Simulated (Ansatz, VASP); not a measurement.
# One calculation of Co2Mo, two programs

```
Co Mo
1.0
     4.10000    0.00000    0.00000
    -2.05000    3.55070    0.00000
     0.00000    0.00000    2.54459
Co Mo
2 1
Direct
  0.33333 0.66667 0.50000
  0.66667 0.33333 0.50000
  0.00000 0.00000 0.00000
```

Alike in both runs: functional PBE; k mesh 6 × 6 × 6; occupations gaussian, width 0.1 eV; collinear spin.

Ansatz relaxed the structure, and its values are those at the end. VASP's run is a single point on that final structure, the one shown.

```csv
,VASP,Ansatz
version,VASP 6.6.1,Ansatz 0.2.0
potentials or method,"VASP PAW PBE potentials, release 64 (Co, Mo_sv), cutoff 520 eV","scalar-relativistic, plane waves, PAW"
valence electrons in the cell,32,48
```

```tsv
	VASP	Ansatz	Ansatz less VASP
gap on the k mesh at the Fermi level (eV)	none	none	-
pressure (GPa)	-0.3	0.0	+0.28
net moment per atom (μB)	0.78	0.77	-0.001
size of the moment on the site where the two differ most (μB)	0.13	0.11	-0.021
```

Site moments also hang on the region over which each program counts them. A gap of «none» marks a metal or a gap that the smearing closes. VASP's potentials hold 32 valence electrons a cell and Ansatz's 48, so a difference there can come from the potentials and not from the codes.

The k mesh is coarse, so the values compare programs but aren't converged.
